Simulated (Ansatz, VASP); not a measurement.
One calculation of Hf, two programs

The input INCAR:

```
PREC = Accurate
ENCUT = 520
EDIFF = 1E-6
ISMEAR = -1
SIGMA = 0.1
LREAL = False
LASPH = True
NELM = 100
ALGO = Normal
ISIF = 2
LWAVE = False
LCHARG = False
GGA = B5
ALDAX = 1.0
AGGAX = 1.0
AGGAC = 1.0
ALDAC = 0.0
NBANDS = 11
```

The input KPOINTS:

```
regular mesh
0
Gamma
  14 14 14
```

File POSCAR:

```
Hf
1.0
    0.0000000000      2.2321685714      2.2321685714
    2.2321685714      0.0000000000      2.2321685714
    2.2321685714      2.2321685714      0.0000000000
Hf
1
Direct
    0.0000000000      0.0000000000      0.0000000000
```

Input for Ansatz:

```yaml
crystal:
  lattice:
    - [0.0, 2.2321685714, 2.2321685714]
    - [2.2321685714, 0.0, 2.2321685714]
    - [2.2321685714, 2.2321685714, 0.0]
  atoms:
    - { symbol: Hf, position: [0.0, 0.0, 0.0] }
hamiltonian:
  xc: blyp
  pseudopotentials:
    kind: paw
    azcp:
      Hf: "pseudopotentials/Hf.paw.azcp"
basis:
  ecutwfc: 420
  fft_grid_basis: typed
kpoints:
  mp_grid: { grid: [14, 14, 14], shift: [0, 0, 0] }
magnetization:
  spin_polarized: false
scf:
  occupations: { method: fermi_dirac, width: 0.1 }
  lower_state_search: "off"
output:
  stress: true
  write_density: true
  write_potential: true
  elf: true
  volumetric_format: npy
```

Alike in both runs: task single point; functional BLYP; k mesh 14 × 14 × 14; occupations fermi-dirac, width 0.1 eV; no spin polarisation.

|  | VASP | Ansatz |
| --- | --- | --- |
| version | VASP 6.6.1 | Ansatz 0.2.0 |
| potentials or method | VASP PAW PBE potentials, release 64 (Hf_pv), cutoff 520 eV | plane waves (420 eV) with PAW, scalar-relativistic |
| valence electrons in the cell | 10 | 26 |

```tsv
	VASP	Ansatz	Ansatz less VASP
pressure (GPa)	4.3	4.3	0.00
```

VASP's potentials were made for PBE, not for BLYP. VASP's potentials hold 10 valence electrons a cell and Ansatz's 26, so a difference there can come from the potentials and not from the codes.

Neither program's run includes spin-orbit coupling.
